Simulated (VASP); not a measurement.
# PbS (P-6m2) in VASP: notebook, part 2 of 2

VASP 6.6.1. Earlier steps stand in the parts before.

## (3) Relaxation of cell and atoms, B3LYP

POSCAR

```
PbS
1.0
    4.0896976867      0.0000000000      0.0000000000
   -2.0448488433      3.5417820905      0.0000000000
    0.0000000000      0.0000000000      3.7881670000
Pb S
1 1
Direct
    0.0000000000      0.0000000000      0.0000000000
    0.6666666667      0.3333333333      0.5000000000
```

INCAR.step1

```
PREC = Accurate ; ENCUT = 600
EDIFF = 1E-5 ; ISMEAR = -1
SIGMA = 0.05 ; LREAL = F
LASPH = T ; NELM = 100
ALGO = Normal ; LWAVE = T
LCHARG = F ; GGA = PE
NBANDS = 17
```

INCAR.step2

```
PREC = Accurate ; ENCUT = 600
EDIFF = 1E-6 ; ISMEAR = -1
SIGMA = 0.05 ; LREAL = F
LASPH = T ; NELM = 100
ALGO = Normal ; ISIF = 3
LWAVE = F ; LCHARG = F
GGA = B3 ; LHFCALC = T
AEXX = 0.2 ; AGGAX = 0.72
AGGAC = 0.81 ; ALDAC = 0.19
PRECFOCK = Normal ; IBRION = 2
NSW = 60 ; EDIFFG = -0.01
ISTART = 1
```

KPOINTS

```
Automatic mesh
0
Gamma
  4 4 4
```

Potentials or basis: VASP PAW PBE potentials, release 64 (Pb_d, S).

Launch:

```sh
$ cat potpaw_PBE.64/Pb_d/POTCAR potpaw_PBE.64/S/POTCAR > POTCAR
$ cp INCAR.step1 INCAR
$ mpirun -np 1 vasp_std > vasp.out
$ cp INCAR.step2 INCAR
$ mpirun -np 1 vasp_std > vasp.out
```

OUTCAR:

```text
PREC = Accurate
   ENCUT = 600
   EDIFF = 1E-6
   ISMEAR = -1
   LREAL = F
   LASPH = T
   NELM = 100
   ISIF = 3
   GGA = B3
   LHFCALC = T
   AEXX = 0.2
   PRECFOCK = Normal
   IBRION = 2
   NSW = 60
   EDIFFG = -0.01
   ISTART = 1

 ion  position               nearest neighbor table
   1  0.000  0.000  0.000-   2 3.03   2 3.03   2 3.03   2 3.03   2 3.03   2 3.03
   2  0.667  0.333  0.500-   1 3.03   1 3.03   1 3.03   1 3.03   1 3.03   1 3.03

  LATTYP: Found a hexagonal cell.
 ALAT       =     4.0896976867
 C/A-ratio  =     0.9262706660

  Lattice vectors:

 A1 = (   4.0896976867,   0.0000000000,   0.0000000000)
 A2 = (  -2.0448488433,   3.5417820905,   0.0000000000)
 A3 = (   0.0000000000,   0.0000000000,   3.7881670000)

Analysis of symmetry for initial positions (statically):
=====================================================================
 Subroutine PRICEL returns:
 Original cell was already a primitive cell.

 Routine SETGRP: Setting up the symmetry group for a
 hexagonal supercell.

 Subroutine GETGRP returns: Found 12 space group operations
 (whereof 12 operations were pure point group operations)
[... 165 lines left out ...]
  Direction    XX          YY          ZZ          XY          YZ          ZX
  --------------------------------------------------------------------------------------
  -------------------------------------------------------------------------------------
  Total        0.5740298      0.5740298      0.8155309      0.0000000     -0.0000000      0.0000000
  in kB       16.7611125     16.7611125     23.8127124      0.0000000     -0.0000000      0.0000000
  external PRESSURE =      19.1116458 kB  Pullay stress =       0.0000000 kB
[... 89 lines left out ...]
  FREE ENERGIE OF THE ION-ELECTRON SYSTEM (eV)
  ---------------------------------------------------
  free  energy   TOTEN  =        -9.7513745193 eV

  energy  without entropy=       -9.7513742603  energy(sigma->0) =       -9.75137439

[... ionic steps 4 to 8 ...]

--------------------------------------- Ionic step        9  -------------------------------------------

 number of electron      20.0000004 magnetization

------------------------ aborting loop because EDIFF is reached ----------------------------------------
[... 67 lines left out ...]
--------------------------------------- Ionic step       11  -------------------------------------------

 number of electron      20.0000003 magnetization

 Free energy of the ion-electron system (eV)
  ---------------------------------------------------
  ext. energy  EPLUGINS =         0.00000000
  ---------------------------------------------------
  free energy    TOTEN  =        -9.75151063 eV

  energy without entropy =       -9.75151044  energy(sigma->0) =       -9.75151054

 E-fermi :   5.0518     XC(G=0):  -7.3858

 val. band max:        4.4351293692   @ k =   0.0000   0.0000   0.5000
 cond. band min:       5.7580795544   @ k =   0.2500   0.2500   0.5000
 fundamental gap:      1.3229501852
 Fermi energy:         5.0518456646

 k-point     1 :       0.0000    0.0000    0.0000
  band No.  band energies     occupation
      1     -13.8978      2.00000
      2     -13.8921      2.00000
      3     -13.8921      2.00000
      4     -13.7991      2.00000
      5     -13.7991      2.00000
      6      -9.6320      2.00000
      7      -2.5566      2.00000
      8       2.1577      2.00000
      9       2.6675      2.00000
     10       2.6675      2.00000
     11       8.9602      0.00000
     12       8.9602      0.00000
     13      11.1918      0.00000
     14      11.9870      0.00000
[... 214 lines left out ...]
  FREE ENERGIE OF THE ION-ELECTRON SYSTEM (eV)
  ---------------------------------------------------
  free  energy   TOTEN  =        -9.7515106347 eV

  energy  without entropy=       -9.7515104389  energy(sigma->0) =       -9.75151054

 reached required accuracy - stopping structural energy minimisation
```

OSZICAR.step1:

```text
N       E                     dE             d eps       ncg     rms          rms(c)
DAV:   1     0.167010805349E+03    0.16701E+03   -0.10361E+04   408   0.135E+03
DAV:   2     0.409483399714E+01   -0.16292E+03   -0.15630E+03   425   0.334E+02
DAV:   3    -0.880339477760E+01   -0.12898E+02   -0.12819E+02   545   0.980E+01
DAV:   4    -0.913150817154E+01   -0.32811E+00   -0.32770E+00   525   0.170E+01
DAV:   5    -0.914423836582E+01   -0.12730E-01   -0.12730E-01   622   0.321E+00    0.445E+00
DAV:   6    -0.852113610937E+01    0.62310E+00   -0.17328E+00   634   0.874E+00    0.323E+00
DAV:   7    -0.851435782345E+01    0.67783E-02   -0.15510E-01   494   0.198E+00    0.185E+00
DAV:   8    -0.851483888178E+01   -0.48106E-03   -0.19978E-02   474   0.140E+00    0.255E-01
DAV:   9    -0.851427271826E+01    0.56616E-03   -0.52055E-03   645   0.523E-01    0.125E-01
DAV:  10    -0.851454146400E+01   -0.26875E-03   -0.61801E-04   481   0.137E-01    0.678E-02
DAV:  11    -0.851455821609E+01   -0.16752E-04   -0.66058E-05   568   0.702E-02    0.103E-02
DAV:  12    -0.851456064220E+01   -0.24261E-05   -0.69910E-06   397   0.344E-02
   1 F= -.85145606E+01 E0= -.85136311E+01  d E =-.185915E-02
```

Run time: 68 min. Hardware: 1 thread of Intel Xeon 6975P-C (Granite Rapids), shared host; peak memory 0.22 GiB.

What came out:

* Free energy: -9.7515 eV
* Relaxed volume: 28.43 Å³/atom
* Relaxed cell: a = 4.139 Å, b = 4.139 Å, c = 3.834 Å, α = 90.00°, β = 90.00°, γ = 120.00°
* Space group after relaxing (to 0.1 Å): P-6m2 (No. 187)
* Energy gained by relaxing: 5.6 meV/atom
* Ionic steps: 11
* Pressure after relaxing: 0.0 GPa
* Band gap on the k mesh: 1.32 eV (least direct gap 1.92 eV)

The path:
```tsv
step	energy change (eV)	largest force (eV/Å)	pressure (GPa)	volume (Å³)
1	0.0000	0.0000	1.91	54.87
2	-0.0094	0.0000	-0.44	57.51
3	-0.0111	0.0000	-0.04	56.76
4	-0.0111	0.0000	0.01	56.70
5	-0.0111	0.0000	0.02	56.66
6	-0.0110	0.0000	0.05	56.63
7	-0.0112	0.0000	0.12	56.67
8	-0.0111	0.0000	0.10	56.75
9	-0.0112	0.0000	0.09	56.71
10	-0.0112	0.0000	0.10	56.69
11	-0.0112	0.0000	-0.01	56.86
```

Final structure:
```yaml
crystal:
  lattice:
    - [4.13860, 0.00000, 0.00000]
    - [-2.06930, 3.58413, 0.00000]
    - [0.00000, 0.00000, 3.83350]
  atoms:
    - { symbol: Pb, position: [0.00000, 0.00000, 0.00000] }
    - { symbol: S, position: [0.66667, 0.33333, 0.50000] }
```

Caveat: the k points lie up to 0.44 Å⁻¹ apart in the final cell; the PAW data sets were made with another functional, which shifts forces and pressure a little; spin-orbit coupling is left out, which moves the levels of the heavy elements.

## (4) Single point, B3LYP

POSCAR is that of step 3.

INCAR.step1

```
PREC     = Accurate       # precision mode
ENCUT    = 520            # plane-wave cutoff, eV
EDIFF    = 1E-5           # SCF threshold, eV
ISMEAR   = -1             # smearing method
SIGMA    = 0.05           # smearing width, eV
LREAL    = F              # projectors in reciprocal space
LASPH    = T              # aspherical terms in the spheres
NELM     = 60             # most SCF steps
ALGO     = Normal         # electronic algorithm
ISIF     = 2              # what is computed and relaxed
LWAVE    = T              # write WAVECAR
NBANDS   = 17             # bands
GGA      = PE             # functional
```

INCAR.step2

```
PREC     = Accurate       # precision mode
ENCUT    = 520            # plane-wave cutoff, eV
EDIFF    = 1E-6           # SCF threshold, eV
ISMEAR   = -1             # smearing method
SIGMA    = 0.05           # smearing width, eV
LREAL    = F              # projectors in reciprocal space
LASPH    = T              # aspherical terms in the spheres
NELM     = 60             # most SCF steps
ALGO     = Normal         # electronic algorithm
ISIF     = 2              # what is computed and relaxed
LWAVE    = F              # write WAVECAR
LCHARG   = T              # write CHGCAR
GGA      = B3             # functional
LHFCALC  = T              # exact exchange
AEXX     = 0.2            # exact-exchange fraction
AGGAX    = 0.72         
AGGAC    = 0.81         
ALDAC    = 0.19         
PRECFOCK = Normal       
LELF     = T              # ELF
LVHAR    = T            
NBANDS   = 17             # bands
ISTART   = 1
```

KPOINTS is that of step 3.

Potentials or basis: VASP PAW PBE potentials, release 64 (Pb_d, S).

Launch:

```sh
$ cat potpaw_PBE.64/Pb_d/POTCAR potpaw_PBE.64/S/POTCAR > POTCAR
$ cp INCAR.step1 INCAR
$ mpirun -np 1 vasp_std > vasp.out
$ cp INCAR.step2 INCAR
$ mpirun -np 1 vasp_std > vasp.out
```

OUTCAR:

```text
PREC = Accurate
   ENCUT = 520
   EDIFF = 1E-6
   ISMEAR = -1
   LREAL = F
   LASPH = T
   NELM = 60
   ISIF = 2
   GGA = B3
   LHFCALC = T
   AEXX = 0.2
   PRECFOCK = Normal
   ISTART = 1

 ion  position               nearest neighbor table
   1  0.000  0.000  0.000-   2 3.03   2 3.03   2 3.03   2 3.03   2 3.03   2 3.03
   2  0.667  0.333  0.500-   1 3.03   1 3.03   1 3.03   1 3.03   1 3.03   1 3.03

  LATTYP: Found a hexagonal cell.
 ALAT       =     4.0896976867
 C/A-ratio  =     0.9262706660

  Lattice vectors:

 A1 = (   4.0896976867,   0.0000000000,   0.0000000000)
 A2 = (  -2.0448488433,   3.5417820905,   0.0000000000)
 A3 = (   0.0000000000,   0.0000000000,   3.7881670000)

Analysis of symmetry for initial positions (statically):
=====================================================================
 Subroutine PRICEL returns:
 Original cell was already a primitive cell.

 Routine SETGRP: Setting up the symmetry group for a
 hexagonal supercell.

 Subroutine GETGRP returns: Found 12 space group operations
 (whereof 12 operations were pure point group operations)
 out of a pool of 24 trial point group operations.

The static configuration has the point symmetry D_3h.

Analysis of symmetry for dynamics (positions and initial velocities):
=====================================================================
 Subroutine PRICEL returns:
 Original cell was already a primitive cell.

 Routine SETGRP: Setting up the symmetry group for a
 hexagonal supercell.

 Subroutine GETGRP returns: Found 12 space group operations
 (whereof 12 operations were pure point group operations)
[... 107 lines left out ...]
   IMIX   =      1    mixing-type and parameters
     AMIX     =   0.40;   BMIX     =  1.00
     AMIX_MAG =   1.60;   BMIX_MAG =  1.00
  volume/ion in A,a.u.               =      27.44       185.14
  Fermi-wavevector in a.u.,A,eV,Ry     =   1.169421  2.209885 18.606576  1.367545
  Thomas-Fermi vector in A             =   2.305894
   LORBIT       =      0    0 simple, 1 ext, 2 COOP (PROOUT), +10 PAW based schemes
   GGA     = B3    functional components
   LHFCALC =     T    Hartree Fock is set to
   PRECFOCK=normal    Normal, Fast or Accurate (Low or Medium for compatibility)
   ENCUT4O =  -1.0   cutoff for four orbital integrals eV
   NKREDX  =     1    reduce k-point grid by
   NKREDY  =     1    reduce k-point grid by
   NKREDZ  =     1    reduce k-point grid by
   AEXX    =    0.2000 exact exchange contribution
   HFSCREEN=    0.0000 screening length (either q_TF or 0.3 A-1)
   HFSCREENC=   0.0000 screening length for correlation (either q_TF or 0.3 A-1)
   ENCUTFOCK=  -1.0 apply spherical cutoff to Coloumb kernel
   IVDW    =     0    specifies the selected vdW correction
   LEPSILON=     F    determine dielectric tensor
   LRPA    =     F    only Hartree local field effects (RPA)
 non-spin polarized calculation
  energy-cutoff  :      520.00
  volume of cell :       54.87
 maximum number of plane-waves:      1490
  NGX = 24; NGY = 24; NGZ = 24

 number of electron      19.9999998 magnetization

 Free energy of the ion-electron system (eV)
  ---------------------------------------------------
  ext. energy  EPLUGINS =         0.00000000
  ---------------------------------------------------
  free energy    TOTEN  =        -9.73987123 eV

  energy without entropy =       -9.73987034  energy(sigma->0) =       -9.73987079

 E-fermi :   5.4445     XC(G=0):  -7.5128

 val. band max:        4.9094955189   @ k =   0.0000   0.0000   0.5000
 cond. band min:       6.0690577624   @ k =   0.2500   0.2500   0.5000
 fundamental gap:      1.1595622435
 Fermi energy:         5.4444908182

 k-point     1 :       0.0000    0.0000    0.0000
  band No.  band energies     occupation
      1     -13.5090      2.00000
      2     -13.4969      2.00000
      3     -13.4969      2.00000
      4     -13.3971      2.00000
      5     -13.3971      2.00000
      6      -9.4974      2.00000
[... 217 lines left out ...]
      4     -13.4461      2.00000
      5     -13.3510      2.00000
      6      -7.6753      2.00000
[... 9 lines left out ...]
     16      18.2402      0.00000
     17      19.2420      0.00000

------------------------ aborting loop because EDIFF is reached ----------------------------------------

  FORCE on cell =-STRESS in cart. coord.  units (eV):
  Direction    XX          YY          ZZ          XY          YZ          ZX
  --------------------------------------------------------------------------------------
  -------------------------------------------------------------------------------------
  Total        0.5526016      0.5526016      0.7938375      0.0000000      0.0000000      0.0000000
  in kB       16.1354303     16.1354303     23.1792854      0.0000000      0.0000000      0.0000000
  external PRESSURE =      18.4833820 kB  Pullay stress =       0.0000000 kB

 VOLUME and BASIS-vectors are now :
 -----------------------------------------------------------------------------
  energy-cutoff  :      520.00
  volume of cell :       54.87
      direct lattice vectors                 reciprocal lattice vectors
     4.089697687  0.000000000  0.000000000     0.244516851  0.141171870  0.000000000
    -2.044848843  3.541782090  0.000000000     0.000000000  0.282343740  0.000000000
     0.000000000  0.000000000  3.788167000     0.000000000  0.000000000  0.263979914

 POSITION                                       TOTAL-FORCE (eV/Angst)
 -----------------------------------------------------------------------------------
      0.00000      0.00000      0.00000         0.000000      0.000000      0.000000
      2.04485      1.18059      1.89408        -0.000000     -0.000000      0.000000
 -----------------------------------------------------------------------------------
    total drift:                                0.000003     -0.000007      0.000001

  FREE ENERGIE OF THE ION-ELECTRON SYSTEM (eV)
  ---------------------------------------------------
  free  energy   TOTEN  =        -9.7398712294 eV

  energy  without entropy=       -9.7398703415  energy(sigma->0) =       -9.73987079
```

OSZICAR.step1:

```text
N       E                     dE             d eps       ncg     rms          rms(c)
DAV:   1     0.159877777264E+03    0.15988E+03   -0.95902E+03   408   0.119E+03
DAV:   2     0.364541348640E+01   -0.15623E+03   -0.15088E+03   425   0.311E+02
DAV:   3    -0.882262898372E+01   -0.12468E+02   -0.12256E+02   536   0.925E+01
DAV:   4    -0.913116693569E+01   -0.30854E+00   -0.30831E+00   520   0.166E+01
DAV:   5    -0.914421638032E+01   -0.13049E-01   -0.13049E-01   670   0.317E+00    0.444E+00
DAV:   6    -0.852083408860E+01    0.62338E+00   -0.17271E+00   620   0.875E+00    0.323E+00
DAV:   7    -0.851422400838E+01    0.66101E-02   -0.15593E-01   519   0.198E+00    0.185E+00
DAV:   8    -0.851466930051E+01   -0.44529E-03   -0.19875E-02   476   0.141E+00    0.245E-01
DAV:   9    -0.851410313414E+01    0.56617E-03   -0.50282E-03   662   0.517E-01    0.125E-01
DAV:  10    -0.851437629974E+01   -0.27317E-03   -0.58045E-04   468   0.135E-01    0.670E-02
DAV:  11    -0.851439438082E+01   -0.18081E-04   -0.63545E-05   574   0.698E-02    0.105E-02
DAV:  12    -0.851439659421E+01   -0.22134E-05   -0.69330E-06   396   0.350E-02
   1 F= -.85143966E+01 E0= -.85134666E+01  d E =-.186006E-02
```

Run time: 20 min. Hardware: 1 thread of AMD EPYC 7R13, shared host; peak memory 0.16 GiB.

Results:

```
Free energy            : -9.7399 eV
Pressure               : 1.8 GPa
Band gap on the k mesh : 1.16 eV (least direct gap 1.88 eV)
```

Levels at points of the mesh, in eV from the valence-band top:
| k point | band 7 | band 8 | band 9 | band 10 | band 11 | band 12 | band 13 | band 14 |
| --- | --- | --- | --- | --- | --- | --- | --- | --- |
| (0.00, 0.00, 0.00) | -6.98 | -2.49 | -1.96 | -1.96 | 4.49 | 4.49 | 6.61 | 7.72 |
| (0.50, 0.00, 0.00) | -9.21 | -3.04 | -1.88 | -1.41 | 2.85 | 4.96 | 6.42 | 6.71 |
| (0.00, 0.00, 0.50) | -9.77 | -1.33 | -1.33 | 0.00 | 1.88 | 4.88 | 4.88 | 9.59 |
| (0.50, 0.00, 0.50) | -8.02 | -4.49 | -4.40 | -1.67 | 3.08 | 3.83 | 3.91 | 9.68 |

Caveat: the k points lie up to 0.44 Å⁻¹ apart; the PAW data sets were made with another functional, which shifts forces and pressure a little; spin-orbit coupling is left out, which moves the levels of the heavy elements.

## (5) The runs side by side

| task | level | potentials or basis | spin | cell | k mesh | cutoff (eV) | grid for exact exchange (PRECFOCK) | share of exact exchange | gap on the mesh (eV) | pressure (GPa) |
| --- | --- | --- | --- | --- | --- | --- | --- | --- | --- | --- |
| single point | LDA | VASP PAW LDA potentials, release 64 (Pb_d, S) | non-collinear, zero start, SOC | as given | 6 × 6 × 5 | 520 | - | - | - | -4.6 |
| relaxation of cell and atoms | B3LYP | VASP PAW PBE potentials, release 64 (Pb_d, S) | off | relaxed | 4 × 4 × 4 | 600 | Normal | 0.2 | 1.32 | 0.0 |
| single point | B3LYP | VASP PAW PBE potentials, release 64 (Pb_d, S) | off | as given | 4 × 4 × 4 | 520 | Normal | 0.2 | 1.16 | 1.8 |

Alike in all rows: smearing fermi-dirac 0.05 eV.

Caveats: some runs use coarse meshes; the PAW data sets were made with another functional, which shifts forces and pressure a little (at least some runs); spin-orbit coupling is left out, which moves the levels of the heavy elements (at least some runs); the cell stands under tension (at least some runs).

Total energies depend on the potentials used, so only differences within one code and one set of settings carry meaning.
